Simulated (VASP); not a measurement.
InO: single point with PBE

InO, a slab with vacuum:

```xyz
4
Lattice="3.3155 0.0000 0.0000 -1.6577 2.8713 0.0000 0.0000 0.0000 15.8771" Properties=species:S:1:pos:R:3 pbc="T T T"
In    1.6577    0.9571    9.3678
In    1.6577    0.9571    6.5093
O     0.0000    0.0000   10.1592
O     0.0000    0.0000    5.7179
```

This cell differs from its parent crystal: strain -0.040 along x and y, +0.000 along z.

| Quantity | Value |
| --- | --- |
| Program | VASP 6.6.1 |
| Task | single point |
| Functional | PBE |
| Potentials or basis | VASP PAW PBE potentials, release 64 (In_d, O) |
| Cutoff | 520 eV |
| k mesh | 12 × 12 × 2 |
| Occupations | gaussian, width 0.03 eV |
| Spin | no spin polarisation |
| Dipole correction | no |
| Further INCAR settings | ALGO = Normal; EDIFF = 1e-06; NBANDS = 27 |

The largest force is 0.881 eV/Å and the band gap on the k mesh is 0.31 eV (least direct gap 1.42 eV).

Forces in eV/Å, atoms in the order of the input:
```
In   0.000  0.000 -0.881
In   0.000  0.000  0.881
O    0.000  0.000  0.865
O    0.000  0.000 -0.865
```

Levels at points of the mesh, in eV from the valence-band top:
| k point | band 15 | band 16 | band 17 | band 18 | band 19 | band 20 | band 21 | band 22 | band 23 | band 24 |
| --- | --- | --- | --- | --- | --- | --- | --- | --- | --- | --- |
| (0.00, 0.00, 0.00) | -2.00 | -2.00 | -1.97 | -1.97 | -1.11 | 0.31 | 3.32 | 5.88 | 5.94 | 7.89 |
| (0.50, 0.00, 0.00) | -3.10 | -3.03 | -2.93 | -2.51 | -0.39 | 2.18 | 4.53 | 5.26 | 7.31 | 8.70 |
| (0.00, 0.00, 0.50) | -2.00 | -2.00 | -1.97 | -1.97 | -1.11 | 0.31 | 3.32 | 5.66 | 6.35 | 7.13 |
| (0.50, 0.00, 0.50) | -3.10 | -3.03 | -2.93 | -2.51 | -0.39 | 2.18 | 4.53 | 5.26 | 7.31 | 8.68 |

Wall time 120 s on 1 thread of Intel(R) Xeon(R) 6975P-C (Granite Rapids), with other jobs on the host, peak memory 0.36 GiB.

Caveat: the cell differs from its parent crystal (strain -0.040 along x and y, +0.000 along z); spin-orbit coupling is left out, which moves the levels of the heavy elements.
